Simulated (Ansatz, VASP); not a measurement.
One calculation of HfN, two programs

The input INCAR:

```
PREC     = Accurate       # precision mode
ENCUT    = 520            # plane-wave cutoff, eV
EDIFF    = 1E-6           # SCF threshold, eV
ISMEAR   = 0              # smearing method
SIGMA    = 0.15           # smearing width, eV
LREAL    = F              # projectors in reciprocal space
LASPH    = T              # aspherical terms in the spheres
NELM     = 100            # most SCF steps
ALGO     = Normal         # electronic algorithm
ISIF     = 2              # what is computed and relaxed
LWAVE    = F              # write WAVECAR
LCHARG   = F              # write CHGCAR
GGA      = PS             # functional
NBANDS   = 14             # bands
```

KPOINTS

```
Automatic mesh
0
Gamma
  16 16 16
```

File POSCAR:

```
HfN
1.0
    0.0000000000      2.4548220000      2.4548220000
    2.4548220000      0.0000000000      2.4548220000
    2.4548220000      2.4548220000      0.0000000000
Hf N
1 1
Direct
    0.0000000000      0.0000000000      0.0000000000
    0.6706232811      0.7764589063      0.7764589063
```

Input for Ansatz:

```yaml
crystal:
  lattice:
    - [0.0, 2.454822, 2.454822]
    - [2.454822, 0.0, 2.454822]
    - [2.454822, 2.454822, 0.0]
  atoms:
    - { symbol: Hf, position: [0.0, 0.0, 0.0] }
    - { symbol: "N", position: [0.6706232811, 0.7764589063, 0.7764589063] }
basis:
  ecutwfc: 420
kpoints:
  mp_grid: { grid: [16, 16, 16] }
hamiltonian:
  xc: pbesol
scf:
  occupations: { method: gaussian, width: 0.15 }
output:
  forces: true
  stress: true
  eigenvalues: true
  write_density: true
  write_potential: true
  elf: true
  volumetric_format: npy
```

Change from the starting cell: all N atoms moved +0.225 Å, as atom 2 towards its neighbour atom 1 (Hf) at 2.126 Å.

Alike in both runs: task single point; functional PBEsol; k mesh 16 × 16 × 16; occupations gaussian, width 0.15 eV; no spin polarisation.

|  | VASP | Ansatz |
| --- | --- | --- |
| version | VASP 6.6.1 | Ansatz 0.2.0 |
| potentials or method | VASP PAW PBE potentials, release 64 (Hf_pv, N), cutoff 520 eV | scalar-relativistic, plane waves, PAW |
| valence electrons in the cell | 15 | 31 |

Ansatz gave:

- gap on the k mesh at the Fermi level (eV): none
- pressure (GPa): 1.4
- traceless stress, the component that is largest in VASP (GPa): -10.46
- rms of the force components (eV/Å): 2.226

Q: Which values does VASP return?

A: gap on the k mesh at the Fermi level (eV): none; pressure (GPa): 0.7; traceless stress, the component that is largest in VASP (GPa): -10.61; rms of the force components (eV/Å): 2.257.

VASP's potentials were made for PBE, not for PBEsol. Atom by atom the forces differ by 0.031 eV/Å (rms over components). A gap of «none» marks a metal or a gap that the smearing closes. The functional is the same, so the differences come from potentials, cutoffs and numerics. VASP's potentials hold 15 valence electrons a cell and Ansatz's 31, so a difference there can come from the potentials and not from the codes.

Spin-orbit coupling is off throughout.
